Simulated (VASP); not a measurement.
# SiNi (Pmmn) in VASP: further runs

SiNi is run at these levels: PBEsol+U, PBE, r2SCAN+U, LDA+U; tasks: single point, relaxation of cell and atoms.

Program: VASP 6.6.1. These are calculated values, not measurements. Logs are shortened: lines on timing, memory, paths and dates and some standing lists are left out, and cuts for length are marked.

## 1. The cell of the first run

It takes space group Pmmn (No. 59, orthorhombic). The conventional cell has a = 2.943 Å, b = 3.280 Å, c = 4.677 Å, α = 90.00°, β = 90.00°, γ = 90.00°. Ni (site symmetry mm2) has 6 Si at 2.34 to 2.37 Å and 6 Ni at 2.65 to 2.94 Å within 3.1 Å. Si (site symmetry mm2) has 6 Ni at 2.34 to 2.37 Å and 6 Si at 2.65 to 2.94 Å within 3.1 Å.

## 2. Single point, PBEsol+U, collinear spin, ferromagnetic start

Contents of INCAR:

```
SYSTEM = SiNi
PREC = Accurate
ENCUT = 520
EDIFF = 1E-6
ISMEAR = -1
SIGMA = 0.05
LREAL = .False.
LASPH = .True.
NELM = 150
ALGO = Normal
ISIF = 2
LWAVE = .False.
LCHARG = .True.
ISPIN = 2
MAGMOM = 1 1 0 0
LORBIT = 11
LMAXMIX = 4
LDAU = .True.
LDAUTYPE = 2
LDAUL = 2 -1
LDAUU = 2 0
LDAUJ = 0 0
LDAUPRINT = 1
GGA = PS
LELF = .True.
LVHAR = .True.
NBANDS = 26
```

Contents of KPOINTS:

```
regular mesh
0
Gamma
  9 8 6
  0 0 0
```

Contents of POSCAR:

```
SiNi
1.0
    2.9427706600      0.0000000000      0.0000000000
    0.0000000000      3.2803255400      0.0000000000
    0.0000000000      0.0000000000      4.6774467600
Ni Si
2 2
Direct
    0.5000000000      0.5000000000      0.3424955900
    0.0000000000      0.0000000000      0.6575044100
    0.5000000000      0.5000000000      0.8431431600
    0.0000000000      0.0000000000      0.1568568400
```

Potentials or basis: VASP PAW PBE potentials, release 64 (Ni, Si).

Started as:

```
> cat potpaw_PBE.64/Ni/POTCAR potpaw_PBE.64/Si/POTCAR > POTCAR
> mpirun -np 1 vasp_std > vasp.out
```

OUTCAR:

```text
SYSTEM = SiNi
   PREC = Accurate
   ENCUT = 520
   EDIFF = 1E-6
   ISMEAR = -1
   LREAL = .False.
   LASPH = .True.
   NELM = 150
   ISIF = 2
   ISPIN = 2
   LORBIT = 11
   GGA = PS

 ion  position               nearest neighbor table
   1  0.500  0.500  0.342-   3 2.34   3 2.34   4 2.37   4 2.37   4 2.37   4 2.37   2 2.65   2 2.65
                             2 2.65   2 2.65
   2  0.000  0.000  0.658-   4 2.34   4 2.34   3 2.37   3 2.37   3 2.37   3 2.37   1 2.65   1 2.65
                             1 2.65   1 2.65
   3  0.500  0.500  0.843-   1 2.34   1 2.34   2 2.37   2 2.37   2 2.37   2 2.37   4 2.65   4 2.65
                             4 2.65   4 2.65
   4  0.000  0.000  0.157-   2 2.34   2 2.34   1 2.37   1 2.37   1 2.37   1 2.37   3 2.65   3 2.65
                             3 2.65   3 2.65

  LATTYP: Found a simple orthorhombic cell.
 ALAT       =     2.9427706600
 B/A-ratio  =     1.1147064855
 C/A-ratio  =     1.5894703667

  Lattice vectors:

 A1 = (   2.9427706600,   0.0000000000,   0.0000000000)
 A2 = (   0.0000000000,   3.2803255400,   0.0000000000)
 A3 = (   0.0000000000,   0.0000000000,   4.6774467600)

Analysis of symmetry for initial positions (statically):
=====================================================================
 Subroutine PRICEL returns:
 Original cell was already a primitive cell.

 Routine SETGRP: Setting up the symmetry group for a
 simple orthorhombic supercell.

 Subroutine GETGRP returns: Found  8 space group operations
 (whereof  4 operations were pure point group operations)
 out of a pool of  8 trial point group operations.

The static configuration has the point symmetry C_2v.
 The point group associated with its full space group is D_2h.

Analysis of symmetry for dynamics (positions and initial velocities):
=====================================================================
 Subroutine PRICEL returns:
 Original cell was already a primitive cell.

 Routine SETGRP: Setting up the symmetry group for a
 simple orthorhombic supercell.

 Subroutine GETGRP returns: Found  8 space group operations
 (whereof  4 operations were pure point group operations)
 out of a pool of  8 trial point group operations.

The dynamic configuration has the point symmetry C_2v.
 The point group associated with its full space group is D_2h.

Analysis of structural, dynamic, and magnetic symmetry:
=====================================================================
 Subroutine PRICEL returns:
 Original cell was already a primitive cell.

 Routine SETGRP: Setting up the symmetry group for a
 simple orthorhombic supercell.

 Subroutine GETGRP returns: Found  8 space group operations
 (whereof  4 operations were pure point group operations)
 out of a pool of  8 trial point group operations.

The overall configuration has the point symmetry C_2v.
 The point group associated with its full space group is D_2h.

 Subroutine INISYM returns: Found  8 space group operations
 (whereof  4 operations are pure point group operations),
 and found     1 'primitive' translations

----------------------------------------------------------------------------------------

                                     Primitive cell

  volume of cell :      45.1525

  direct lattice vectors                    reciprocal lattice vectors
     2.942770660  0.000000000  0.000000000     0.339815812  0.000000000  0.000000000
     0.000000000  3.280325540  0.000000000     0.000000000  0.304847793  0.000000000
     0.000000000  0.000000000  4.677446760     0.000000000  0.000000000  0.213791851

  length of vectors
     2.942770660  3.280325540  4.677446760     0.339815812  0.304847793  0.213791851

  position of ions in fractional coordinates (direct lattice)
     0.500000000  0.500000000  0.342495590
     0.000000000  0.000000000  0.657504410
     0.500000000  0.500000000  0.843143160
     0.000000000  0.000000000  0.156856840

  ion indices of the primitive-cell ions
   primitive index   ion index
                 1           1
                 2           2
                 3           3
                 4           4
[... 91 lines left out ...]
     AMIX     =   0.40;   BMIX     =  1.00
     AMIX_MAG =   1.60;   BMIX_MAG =  1.00
  volume/ion in A,a.u.               =      11.29        76.18
  Fermi-wavevector in a.u.,A,eV,Ry     =   1.396047  2.638147 26.517045  1.948948
  Thomas-Fermi vector in A             =   2.519440
   LORBIT       =     11    0 simple, 1 ext, 2 COOP (PROOUT), +10 PAW based schemes
 LDA+U is selected, type is set to LDAUTYPE =  2
   angular momentum for each species LDAUL =     2   -1
   U (eV)           for each species LDAUU =   2.0  0.0
   J (eV)           for each species LDAUJ =   0.0  0.0
   GGA     = PS    functional components
   LHFCALC =     F    Hartree Fock is set to
   AEXX    =    0.0000 exact exchange contribution
   IVDW    =     0    specifies the selected vdW correction
   LEPSILON=     F    determine dielectric tensor
   LRPA    =     F    only Hartree local field effects (RPA)
 spin polarized calculation
  energy-cutoff  :      520.00
  volume of cell :       45.15
 maximum number of plane-waves:      1232
 NGX is ok and might be reduce to    24
   NGX = 11   NGY = 13   NGZ = 17

 number of electron      28.0000012 magnetization      -0.0001017

atom =   1  type =  1  l = 2

 onsite density matrix

spin component  1

  0.8195  0.0000  0.0000  0.0000  0.0000
  0.0000  0.8437  0.0000  0.0000  0.0000
  0.0000  0.0000  0.8608  0.0000  0.0011
  0.0000  0.0000  0.0000  0.8617  0.0000
  0.0000  0.0000  0.0011  0.0000  0.9211

spin component  2

  0.8195  0.0000  0.0000  0.0000  0.0000
  0.0000  0.8437  0.0000  0.0000  0.0000
  0.0000  0.0000  0.8608  0.0000  0.0011
  0.0000  0.0000  0.0000  0.8617  0.0000
  0.0000  0.0000  0.0011  0.0000  0.9211

 occupancies and eigenvectors

  o =  0.8195  v =  0.0000  0.0000  0.0000  0.0000  0.0000  1.0000  0.0000  0.0000  0.0000  0.0000      0.0000  0.0000  0.0000  0.0000  0.0000  0.0000  0.0000  0.0000  0.0000  0.0000
  o =  0.8195  v =  1.0000  0.0000  0.0000  0.0000  0.0000  0.0000  0.0000  0.0000  0.0000  0.0000      0.0000  0.0000  0.0000  0.0000  0.0000  0.0000  0.0000  0.0000  0.0000  0.0000
  o =  0.8437  v =  0.0000  0.0000  0.0000  0.0000  0.0000  0.0000  1.0000  0.0000  0.0000  0.0000      0.0000  0.0000  0.0000  0.0000  0.0000  0.0000  0.0000  0.0000  0.0000  0.0000
  o =  0.8437  v =  0.0000  1.0000  0.0000  0.0000  0.0000  0.0000  0.0000  0.0000  0.0000  0.0000      0.0000  0.0000  0.0000  0.0000  0.0000  0.0000  0.0000  0.0000  0.0000  0.0000
  o =  0.8608  v =  0.0000  0.0000  0.0000  0.0000  0.0000  0.0000  0.0000  0.9998  0.0000 -0.0184      0.0000  0.0000  0.0000  0.0000  0.0000  0.0000  0.0000  0.0000  0.0000  0.0000
  o =  0.8608  v =  0.0000  0.0000  0.9998 -0.0000 -0.0184  0.0000  0.0000  0.0000  0.0000  0.0000      0.0000  0.0000  0.0000  0.0000  0.0000  0.0000  0.0000  0.0000  0.0000  0.0000
  o =  0.8617  v =  0.0000  0.0000  0.0000  0.0000  0.0000  0.0000  0.0000 -0.0000  1.0000 -0.0000      0.0000  0.0000  0.0000  0.0000  0.0000  0.0000  0.0000  0.0000  0.0000  0.0000
  o =  0.8617  v =  0.0000  0.0000  0.0000  1.0000  0.0000  0.0000  0.0000  0.0000  0.0000  0.0000      0.0000  0.0000  0.0000  0.0000  0.0000  0.0000  0.0000  0.0000  0.0000  0.0000
  o =  0.9211  v =  0.0000  0.0000  0.0000  0.0000  0.0000  0.0000  0.0000  0.0184  0.0000  0.9998      0.0000  0.0000  0.0000  0.0000  0.0000  0.0000  0.0000  0.0000  0.0000  0.0000
  o =  0.9211  v =  0.0000  0.0000  0.0184 -0.0000  0.9998  0.0000  0.0000  0.0000  0.0000  0.0000      0.0000  0.0000  0.0000  0.0000  0.0000  0.0000  0.0000  0.0000  0.0000  0.0000

atom =   2  type =  1  l = 2

 onsite density matrix

spin component  1

  0.8195  0.0000  0.0000  0.0000  0.0000
  0.0000  0.8437  0.0000  0.0000  0.0000
  0.0000  0.0000  0.8608  0.0000  0.0011
  0.0000  0.0000  0.0000  0.8617  0.0000
  0.0000  0.0000  0.0011  0.0000  0.9211

spin component  2

  0.8195  0.0000  0.0000  0.0000  0.0000
  0.0000  0.8437  0.0000  0.0000  0.0000
  0.0000  0.0000  0.8608  0.0000  0.0011
  0.0000  0.0000  0.0000  0.8617  0.0000
  0.0000  0.0000  0.0011  0.0000  0.9211

 occupancies and eigenvectors

  o =  0.8195  v =  0.0000  0.0000  0.0000  0.0000  0.0000  1.0000  0.0000  0.0000  0.0000  0.0000      0.0000  0.0000  0.0000  0.0000  0.0000  0.0000  0.0000  0.0000  0.0000  0.0000
  o =  0.8195  v =  1.0000  0.0000  0.0000  0.0000  0.0000  0.0000  0.0000  0.0000  0.0000  0.0000      0.0000  0.0000  0.0000  0.0000  0.0000  0.0000  0.0000  0.0000  0.0000  0.0000
  o =  0.8437  v =  0.0000  0.0000  0.0000  0.0000  0.0000  0.0000  1.0000  0.0000  0.0000  0.0000      0.0000  0.0000  0.0000  0.0000  0.0000  0.0000  0.0000  0.0000  0.0000  0.0000
  o =  0.8437  v =  0.0000  1.0000  0.0000  0.0000  0.0000  0.0000  0.0000  0.0000  0.0000  0.0000      0.0000  0.0000  0.0000  0.0000  0.0000  0.0000  0.0000  0.0000  0.0000  0.0000
  o =  0.8608  v =  0.0000  0.0000  0.0000  0.0000  0.0000  0.0000  0.0000 -0.9998  0.0000  0.0184      0.0000  0.0000  0.0000  0.0000  0.0000  0.0000  0.0000  0.0000  0.0000  0.0000
  o =  0.8608  v =  0.0000  0.0000  0.9998  0.0000 -0.0184  0.0000  0.0000  0.0000  0.0000  0.0000      0.0000  0.0000  0.0000  0.0000  0.0000  0.0000  0.0000  0.0000  0.0000  0.0000
  o =  0.8617  v =  0.0000  0.0000  0.0000  0.0000  0.0000  0.0000  0.0000  0.0000 -1.0000  0.0000      0.0000  0.0000  0.0000  0.0000  0.0000  0.0000  0.0000  0.0000  0.0000  0.0000
  o =  0.8617  v =  0.0000  0.0000 -0.0000  1.0000 -0.0000  0.0000  0.0000  0.0000  0.0000  0.0000      0.0000  0.0000  0.0000  0.0000  0.0000  0.0000  0.0000  0.0000  0.0000  0.0000
  o =  0.9211  v =  0.0000  0.0000  0.0000  0.0000  0.0000  0.0000  0.0000 -0.0184  0.0000 -0.9998      0.0000  0.0000  0.0000  0.0000  0.0000  0.0000  0.0000  0.0000  0.0000  0.0000
  o =  0.9211  v =  0.0000  0.0000  0.0184  0.0000  0.9998  0.0000  0.0000  0.0000  0.0000  0.0000      0.0000  0.0000  0.0000  0.0000  0.0000  0.0000  0.0000  0.0000  0.0000  0.0000

 number of electron      28.0000012 magnetization       0.0000992

 Free energy of the ion-electron system (eV)
  ---------------------------------------------------
  ext. energy  EPLUGINS =         0.00000000
  ---------------------------------------------------
  free energy    TOTEN  =       -23.53193455 eV

  energy without entropy =      -23.52393209  energy(sigma->0) =      -23.52793332

 E-fermi :  11.4445     XC(G=0): -12.7047

 val. band max:       11.4160805353   @ k =   0.2222   0.2500   0.5000
 cond. band min:      11.4473060860   @ k =   0.4444   0.5000   0.3333
 fundamental gap:      0.0312255507
 Fermi energy:        11.4445030979

 spin component 1

 k-point     1 :       0.0000    0.0000    0.0000
  band No.  band energies     occupation
      1      -2.5634      1.00000
      2       3.1873      1.00000
      3       4.9080      1.00000
      4       6.9025      1.00000
      5       7.5311      1.00000
      6       8.2782      1.00000
[... 1385 lines left out ...]
     25      28.5172      0.00000
     26      28.5172      0.00000

 [... further k-points ...]

------------------------ aborting loop because EDIFF is reached ----------------------------------------

  FORCE on cell =-STRESS in cart. coord.  units (eV):
  Direction    XX          YY          ZZ          XY          YZ          ZX
  --------------------------------------------------------------------------------------
  -------------------------------------------------------------------------------------
  Total       -0.7075788     -0.6855655     -1.0268319      0.0000000      0.0000000      0.0000000
  in kB      -25.1074816    -24.3263724    -36.4357508      0.0000000      0.0000000      0.0000000
  external PRESSURE =     -28.6232016 kB  Pullay stress =       0.0000000 kB

 VOLUME and BASIS-vectors are now :
 -----------------------------------------------------------------------------
  energy-cutoff  :      520.00
  volume of cell :       45.15
      direct lattice vectors                 reciprocal lattice vectors
     2.942770660  0.000000000  0.000000000     0.339815812  0.000000000  0.000000000
     0.000000000  3.280325540  0.000000000     0.000000000  0.304847793  0.000000000
     0.000000000  0.000000000  4.677446760     0.000000000  0.000000000  0.213791851

 POSITION                                       TOTAL-FORCE (eV/Angst)
 -----------------------------------------------------------------------------------
      1.47139      1.64016      1.60200         0.000000      0.000000      0.064662
      0.00000      0.00000      3.07544         0.000000      0.000000     -0.064662
      1.47139      1.64016      3.94376         0.000000      0.000000     -0.213047
      0.00000      0.00000      0.73369         0.000000      0.000000      0.213047
 -----------------------------------------------------------------------------------
    total drift:                                0.000000      0.000000     -0.000000

  FREE ENERGIE OF THE ION-ELECTRON SYSTEM (eV)
  ---------------------------------------------------
  free  energy   TOTEN  =       -23.5319345460 eV

  energy  without entropy=      -23.5239320928  energy(sigma->0) =      -23.52793332

 total charge

# of ion       s       p       d       tot
------------------------------------------
    1        0.480   0.614   8.580   9.674
    2        0.480   0.614   8.580   9.674
    3        0.749   0.861   0.000   1.609
    4        0.749   0.861   0.000   1.609
--------------------------------------------------
tot          2.457   2.949  17.160  22.566

 magnetization (x)

# of ion       s       p       d       tot
------------------------------------------
    1        0.000  -0.000   0.000   0.000
    2        0.000  -0.000   0.000   0.000
    3       -0.000  -0.000   0.000  -0.000
    4       -0.000  -0.000   0.000  -0.000
--------------------------------------------------
tot         -0.000  -0.000   0.000   0.000
```

Run time: 3.6 min. Hardware: 1 thread of Intel Xeon 8259CL, shared host; peak memory 0.29 GiB.

What came out:

```
Free energy                                           : -23.5319 eV
Pressure                                              : -2.9 GPa
Largest force                                         : 0.213 eV/Å
Band gap on the k mesh                                : zero (filled and empty bands overlap)
Net moment                                            : 0.00 μB per cell
Valence electrons inside the program's atomic spheres : Ni 9.67; Si 1.61
```

Forces in eV/Å, atoms in the order of the input:
```
Ni   0.000  0.000  0.065
Ni   0.000  0.000 -0.065
Si   0.000  0.000 -0.213
Si   0.000  0.000  0.213
```

Stress tensor (GPa, compression positive):
```
-2.51  0.00  0.00
 0.00 -2.43  0.00
 0.00  0.00 -3.64
```

Eigenvalues of the final occupation matrices:
| site | spin | trace | eigenvalues |
| --- | --- | --- | --- |
| site 1 d | 1 | 4.31 | 0.82 0.84 0.86 0.86 0.92 |
| site 1 d | 2 | 4.31 | 0.82 0.84 0.86 0.86 0.92 |
| site 2 d | 1 | 4.31 | 0.82 0.84 0.86 0.86 0.92 |
| site 2 d | 2 | 4.31 | 0.82 0.84 0.86 0.86 0.92 |

Caveat: the PAW data sets were made with another functional, which shifts forces and pressure a little; the U is typed as a test and isn't derived for this compound. The state reached can hang on the start; a lower one may exist.

(Continued in part 2 of 3.)
